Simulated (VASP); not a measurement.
Crystal: Ta2Si.

```xyz
6
Lattice="-3.0878 3.0878 2.5236 3.0878 -3.0878 2.5236 3.0878 3.0878 -2.5236" Properties=species:S:1:pos:R:3 pbc="T T T"
Ta    2.0775    1.0103    2.5236
Ta   -1.0103    2.0775    2.5236
Ta    1.0103    2.0775    0.0000
Ta    4.0980    1.0103    0.0000
Si    0.0000    0.0000    1.2618
Si    0.0000    0.0000    3.7855
```

```yaml
Program: VASP 6.6.1
Task: relaxation of cell and atoms
Functional: LDA
Potentials_or_basis: VASP PAW LDA potentials, release 64 (Ta_pv, Si)
Cutoff: 500 eV
k_mesh: 10 × 10 × 10
Occupations: gaussian, width 0.1 eV
Spin: no spin polarisation
```

At the start: pressure -6.8 GPa; volume 16.04 Å³/atom.

Task: How do energy, volume and symmetry change on relaxing?

Result: Over 9 steps the energy falls by 11.0 meV/atom and the volume is 15.55 Å³/atom (-3.0 %); space group I4/mcm (No. 140, to 0.1 Å) before and after.

The path:
| step | energy change (eV) | largest force (eV/Å) | pressure (GPa) | volume (Å³) |
| --- | --- | --- | --- | --- |
| 1 | 0.0000 | 0.0426 | -6.85 | 96.24 |
| 2 | 0.2940 | 0.2595 | 19.28 | 87.00 |
| 3 | -0.0646 | 0.0986 | -0.15 | 93.40 |
| 4 | -0.0646 | 0.1001 | 0.03 | 93.33 |
| 5 | -0.0646 | 0.1013 | 0.18 | 93.27 |
| 6 | -0.0662 | 0.0145 | 0.16 | 93.26 |
| 7 | -0.0662 | 0.0021 | 0.15 | 93.26 |
| 8 | -0.0661 | 0.0026 | -0.30 | 93.44 |
| 9 | -0.0662 | 0.0005 | 0.00 | 93.32 |

Final structure:
```
Ta Si
1.0
    -3.05011    3.05011    2.50784
     3.05011   -3.05011    2.50784
     3.05011    3.05011   -2.50784
Ta Si
4 2
Direct
  0.66296 0.83704 0.50000
  0.83704 0.33704 0.17408
  0.33704 0.16296 0.50000
  0.16296 0.66296 0.82592
  0.25000 0.25000 0.00000
  0.75000 0.75000 0.00000
```
